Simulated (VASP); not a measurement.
# H4C in VASP: further runs

Aim: see how the results for H4C move with the level of theory and the settings. Levels: PBEsol, r2SCAN+rVV10. Tasks: single point, relaxation of cell and atoms.

Program: VASP 6.6.1. These are calculated values, not measurements. Logs are shortened: lines on timing, memory, paths and dates and some standing lists are left out, and cuts for length are marked.

## (1) The cell of the first run

Symmetry: P-42_1c, No. 114, tetragonal system. Conventional cell: a = 4.715 Å, b = 4.715 Å, c = 5.139 Å, α = 90.00°, β = 90.00°, γ = 90.00°. Within 1.5 Å of H (site symmetry 1) lie 1 C at 1.10 Å. C (site symmetry -4) has 4 H at 1.10 Å within 1.5 Å.

## (2) Single point, PBEsol

Input file INCAR:

```
SYSTEM = H4C
  PREC = Accurate
  ENCUT = 520
  EDIFF = 1E-7
  ISMEAR = -1
  SIGMA = 0.03
  LREAL = .FALSE.
  LASPH = .TRUE.
  NELM = 80
  ALGO = Normal
  ISIF = 2
  LWAVE = .FALSE.
  LCHARG = .TRUE.
  GGA = PS
  LELF = .TRUE.
  LVHAR = .TRUE.
  NBANDS = 19
```

Input file KPOINTS:

```
Automatic mesh
0
G
  4 4 4
  0 0 0
```

Input file POSCAR:

```
H4C
1.0
    4.7146713108      0.0000000000      0.0000000000
    0.0000000000      4.7146713108      0.0000000000
    0.0000000000      0.0000000000      5.1390926113
H C
8 2
Direct
    0.8618619824      0.1309463720      0.8766693711
    0.6309463720      0.3618619824      0.3766693711
    0.3690536280      0.6381380176      0.3766693711
    0.8690536280      0.8618619824      0.1233306289
    0.3618619824      0.3690536280      0.6233306289
    0.6381380176      0.6309463720      0.6233306289
    0.1381380176      0.8690536280      0.8766693711
    0.1309463720      0.1381380176      0.1233306289
    0.5000000000      0.5000000000      0.5000000000
    0.0000000000      0.0000000000      0.0000000000
```

Potentials or basis: VASP PAW PBE potentials, release 64 (H, C).

The run is started by

```console
$ cat potpaw_PBE.64/H/POTCAR potpaw_PBE.64/C/POTCAR > POTCAR
$ mpirun -np 1 vasp_std > vasp.out
```

OUTCAR:

```text
SYSTEM = H4C
   PREC = Accurate
   ENCUT = 520
   EDIFF = 1E-7
   ISMEAR = -1
   LREAL = .FALSE.
   LASPH = .TRUE.
   NELM = 80
   ISIF = 2
   GGA = PS

 ion  position               nearest neighbor table
   1  0.862  0.131  0.877-  10 1.10
   2  0.631  0.362  0.377-   9 1.10
   3  0.369  0.638  0.377-   9 1.10
   4  0.869  0.862  0.123-  10 1.10
   5  0.362  0.369  0.623-   9 1.10
   6  0.638  0.631  0.623-   9 1.10
   7  0.138  0.869  0.877-  10 1.10
   8  0.131  0.138  0.123-  10 1.10
   9  0.500  0.500  0.500-   2 1.10   3 1.10   5 1.10   6 1.10
  10  0.000  0.000  0.000-   1 1.10   4 1.10   7 1.10   8 1.10

  LATTYP: Found a simple tetragonal cell.
 ALAT       =     4.7146713108
 C/A-ratio  =     1.0900213976

  Lattice vectors:

 A1 = (   4.7146713108,   0.0000000000,   0.0000000000)
 A2 = (   0.0000000000,   4.7146713108,   0.0000000000)
 A3 = (   0.0000000000,   0.0000000000,   5.1390926113)

Analysis of symmetry for initial positions (statically):
=====================================================================
 Subroutine PRICEL returns:
 Original cell was already a primitive cell.

 Routine SETGRP: Setting up the symmetry group for a
 simple tetragonal supercell.

 Subroutine GETGRP returns: Found  8 space group operations
 (whereof  4 operations were pure point group operations)
 out of a pool of 16 trial point group operations.

The static configuration has the point symmetry S_4 .
 The point group associated with its full space group is D_2d.

Analysis of symmetry for dynamics (positions and initial velocities):
=====================================================================
 Subroutine PRICEL returns:
 Original cell was already a primitive cell.

 Routine SETGRP: Setting up the symmetry group for a
 simple tetragonal supercell.

 Subroutine GETGRP returns: Found  8 space group operations
 (whereof  4 operations were pure point group operations)
 out of a pool of 16 trial point group operations.

The dynamic configuration has the point symmetry S_4 .
 The point group associated with its full space group is D_2d.

 Subroutine INISYM returns: Found  8 space group operations
 (whereof  4 operations are pure point group operations),
 and found     1 'primitive' translations

----------------------------------------------------------------------------------------

                                     Primitive cell

  volume of cell :     114.2324

  direct lattice vectors                    reciprocal lattice vectors
     4.714671311  0.000000000  0.000000000     0.212103863  0.000000000  0.000000000
     0.000000000  4.714671311  0.000000000     0.000000000  0.212103863  0.000000000
     0.000000000  0.000000000  5.139092611     0.000000000  0.000000000  0.194586881

  length of vectors
     4.714671311  4.714671311  5.139092611     0.212103863  0.212103863  0.194586881

  position of ions in fractional coordinates (direct lattice)
     0.861861982  0.130946372  0.876669371
     0.630946372  0.361861982  0.376669371
     0.369053628  0.638138018  0.376669371
     0.869053628  0.861861982  0.123330629
     0.361861982  0.369053628  0.623330629
     0.638138018  0.630946372  0.623330629
     0.138138018  0.869053628  0.876669371
     0.130946372  0.138138018  0.123330629
     0.500000000  0.500000000  0.500000000
     0.000000000  0.000000000  0.000000000

  ion indices of the primitive-cell ions
   primitive index   ion index
                 1           1
                 2           2
                 3           3
                 4           4
                 5           5
                 6           6
                 7           7
                 8           8
                 9           9
                10          10

----------------------------------------------------------------------------------------

 KPOINTS: Automatic mesh

Automatic generation of k-mesh.
 Grid dimensions read from file:
 generate k-points for:    4    4    4

 Generating k-lattice:

  Cartesian coordinates                     Fractional coordinates (reciprocal lattice)
     0.053025966  0.000000000  0.000000000     0.250000000  0.000000000  0.000000000
     0.000000000  0.053025966  0.000000000     0.000000000  0.250000000  0.000000000
     0.000000000  0.000000000  0.048646720     0.000000000  0.000000000  0.250000000

  Length of vectors
     0.053025966  0.053025966  0.048646720

  Shift w.r.t. Gamma in fractional coordinates (k-lattice)
     0.000000000  0.000000000  0.000000000

 Subroutine IBZKPT returns following result:
 ===========================================

 Found     18 irreducible k-points:

 Following reciprocal coordinates:
            Coordinates               Weight
  0.000000  0.000000  0.000000      1.000000
  0.250000  0.000000  0.000000      4.000000
  0.500000  0.000000  0.000000      2.000000
  0.250000  0.250000  0.000000      4.000000
  0.500000  0.250000  0.000000      4.000000
  0.500000  0.500000  0.000000      1.000000
[... 10 lines left out ...]
  0.500000  0.250000  0.500000      4.000000
  0.500000  0.500000  0.500000      1.000000
   k-points           NKPTS =     18   k-points in BZ     NKDIM =     18   number of bands    NBANDS=     19
   number of dos      NEDOS =    301   number of ions     NIONS =     10
   total plane-waves  NPLWV =  51840
   dimension x,y,z NGX =    36 NGY =   36 NGZ =   40
   dimension x,y,z NGXF=    72 NGYF=   72 NGZF=   80
   ions per type =               8   2
   NGX,Y,Z   is equivalent  to a cutoff of  12.69, 12.69, 12.94 a.u.
   NGXF,Y,Z  is equivalent  to a cutoff of  25.39, 25.39, 25.88 a.u.
 SYSTEM =  H4C
   PREC   = accura    normal or accurate (medium, high low for compatibility)
   ISTART =      0    job   : 0-new  1-cont  2-samecut
   ICHARG =      2    charge: 1-file 2-atom 10-const
   ISPIN  =      1    spin polarized calculation?
   LNONCOLLINEAR =      F non collinear calculations
   LSORBIT =      F    spin-orbit coupling
   LASPH  =      T    aspherical Exc in radial PAW
   ENCUT  =  520.0 eV  38.22 Ry    6.18 a.u.   8.77  8.77  9.56*2*pi/ulx,y,z
   NELM   =     80;   NELMIN=  2; NELMDL= -5     # of ELM steps
   EDIFF  = 0.1E-06   stopping-criterion for ELM
   LREAL  =      F    real-space projection
   EDIFFG = 0.1E-05   stopping-criterion for IOM
   NSW    =      0    number of steps for IOM
   IBRION =     -1    ionic relax: 0-MD 1-quasi-New 2-CG
   NFREE  =      0    steps in history (QN), initial steepest desc. (CG)
   ISIF   =      2    stress and relaxation
   ISYM   =      2    0-nonsym 1-usesym 2-fastsym
   POTIM  = 0.5000    time-step for ionic-motion
   TEBEG  =    0.0;   TEEND  =   0.0 temperature during run
   PSTRESS=    0.0 pullay stress
   NELECT =      16.0000    total number of electrons
   NUPDOWN=      -1.0000    fix difference up-down
   EMIN   =  10.00;   EMAX   =-10.00  energy-range for DOS
   EFERMI =   0.00;   METHOD = LEGACY
   ISMEAR =    -1;   SIGMA  =   0.03  broadening in eV -4-tet -1-fermi 0-gaus
   EFERMI_NEDOS =   21; number of points for ismear=-14 and -15
   IALGO  =     38    algorithm
   IMIX   =      4    mixing-type and parameters
     AMIX     =   0.40;   BMIX     =  1.00
     AMIX_MAG =   1.60;   BMIX_MAG =  1.00
  volume/ion in A,a.u.               =      11.42        77.09
  Fermi-wavevector in a.u.,A,eV,Ry     =   0.850195  1.606635  9.834713  0.722831
  Thomas-Fermi vector in A             =   1.966134
   LORBIT       =      0    0 simple, 1 ext, 2 COOP (PROOUT), +10 PAW based schemes
   GGA     = PS    functional components
   LHFCALC =     F    Hartree Fock is set to
   AEXX    =    0.0000 exact exchange contribution
   IVDW    =     0    specifies the selected vdW correction
   LEPSILON=     F    determine dielectric tensor
   LRPA    =     F    only Hartree local field effects (RPA)
 non-spin polarized calculation
  energy-cutoff  :      520.00
  volume of cell :      114.23
 maximum number of plane-waves:      3120
 NGX is ok and might be reduce to    36
   NGX = 17   NGY = 17   NGZ = 19

 number of electron      15.9999999 magnetization

 Free energy of the ion-electron system (eV)
  ---------------------------------------------------
  ext. energy  EPLUGINS =         0.00000000
  ---------------------------------------------------
  free energy    TOTEN  =       -47.95204640 eV

  energy without entropy =      -47.95204640  energy(sigma->0) =      -47.95204640

 E-fermi :  -5.9306     XC(G=0):  -5.9256

 val. band max:       -6.6550473957   @ k =   0.0000   0.0000   0.0000
 cond. band min:       0.9340758281   @ k =   0.0000   0.0000   0.0000
 fundamental gap:      7.5891232238
 Fermi energy:        -5.9305894660

 k-point     1 :       0.0000    0.0000    0.0000
  band No.  band energies     occupation
      1     -14.9173      2.00000
      2     -14.4654      2.00000
      3      -7.4361      2.00000
      4      -7.2858      2.00000
      5      -7.2858      2.00000
      6      -6.6931      2.00000
[... 11 lines left out ...]
     18       9.4207      0.00000
     19       9.8276      0.00000

 k-point     2 :       0.2500    0.0000    0.0000
  band No.  band energies     occupation
      1     -14.8403      2.00000
      2     -14.5184      2.00000
      3      -7.3242      2.00000
      4      -7.3082      2.00000
      5      -7.1915      2.00000
      6      -6.8949      2.00000
[... 11 lines left out ...]
     18       7.6640      0.00000
     19       8.3072      0.00000

 k-point     3 :       0.5000    0.0000    0.0000
  band No.  band energies     occupation
      1     -14.6674      2.00000
      2     -14.6674      2.00000
      3      -7.2091      2.00000
      4      -7.2091      2.00000
      5      -7.0551      2.00000
      6      -7.0551      2.00000
[... 302 lines left out ...]
      1     -14.6341      2.00000
      2     -14.6341      2.00000
      3      -7.4842      2.00000
      4      -7.4842      2.00000
      5      -7.0778      2.00000
      6      -7.0778      2.00000
[... 11 lines left out ...]
     18       9.4499      0.00000
     19       9.9591      0.00000

 k-point    18 :       0.5000    0.5000    0.5000
  band No.  band energies     occupation
      1     -14.6176      2.00000
      2     -14.6176      2.00000
      3      -7.1860      2.00000
      4      -7.1860      2.00000
      5      -7.1860      2.00000
      6      -7.1860      2.00000
[... 11 lines left out ...]
     18      10.5157      0.00000
     19      10.5157      0.00000

------------------------ aborting loop because EDIFF is reached ----------------------------------------

  FORCE on cell =-STRESS in cart. coord.  units (eV):
  Direction    XX          YY          ZZ          XY          YZ          ZX
  --------------------------------------------------------------------------------------
  -------------------------------------------------------------------------------------
  Total       -0.0469423     -0.0469423     -0.0378177      0.0000000      0.0000000      0.0000000
  in kB       -0.6583933     -0.6583933     -0.5304155      0.0000000      0.0000000      0.0000000
  external PRESSURE =      -0.6157341 kB  Pullay stress =       0.0000000 kB

 VOLUME and BASIS-vectors are now :
 -----------------------------------------------------------------------------
  energy-cutoff  :      520.00
  volume of cell :      114.23
      direct lattice vectors                 reciprocal lattice vectors
     4.714671311  0.000000000  0.000000000     0.212103863  0.000000000  0.000000000
     0.000000000  4.714671311  0.000000000     0.000000000  0.212103863  0.000000000
     0.000000000  0.000000000  5.139092611     0.000000000  0.000000000  0.194586881

 POSITION                                       TOTAL-FORCE (eV/Angst)
 -----------------------------------------------------------------------------------
      4.06340      0.61737      4.50529        -0.016689      0.016284     -0.019129
      2.97470      1.70606      1.93574         0.016284     -0.016689     -0.019129
      1.73997      3.00861      1.93574        -0.016284      0.016689     -0.019129
      4.09730      4.06340      0.63381        -0.016284     -0.016689      0.019129
      1.70606      1.73997      3.20335        -0.016689     -0.016284      0.019129
      3.00861      2.97470      3.20335         0.016689      0.016284      0.019129
      0.65128      4.09730      4.50529         0.016689     -0.016284     -0.019129
      0.61737      0.65128      0.63381         0.016284      0.016689      0.019129
      2.35734      2.35734      2.56955        -0.000000     -0.000000      0.000000
      0.00000      0.00000      0.00000        -0.000000     -0.000000      0.000000
 -----------------------------------------------------------------------------------
    total drift:                                0.000000      0.000000     -0.000000

  FREE ENERGIE OF THE ION-ELECTRON SYSTEM (eV)
  ---------------------------------------------------
  free  energy   TOTEN  =       -47.9520464004 eV

  energy  without entropy=      -47.9520464004  energy(sigma->0) =      -47.95204640
```

Wall time 22 s (1 thread of Intel Xeon 6975P-C (Granite Rapids), shared host); peak memory 0.21 GiB.

Results:

* Free energy: -47.9520 eV
* Pressure: -0.1 GPa
* Largest force: 0.030 eV/Å
* Band gap on the k mesh: 7.59 eV

Forces in eV/Å, atoms in the order of the input:
```
H   -0.017  0.016 -0.019
H    0.016 -0.017 -0.019
H   -0.016  0.017 -0.019
H   -0.016 -0.017  0.019
H   -0.017 -0.016  0.019
H    0.017  0.016  0.019
H    0.017 -0.016 -0.019
H    0.016  0.017  0.019
C    0.000  0.000  0.000
C    0.000  0.000  0.000
```

Caveat: this functional lacks dispersion, which holds the molecules together, so the pressure and a relaxed volume are unreliable; the PAW data sets were made with another functional, which shifts forces and pressure a little.

[end of part 1 of 2]
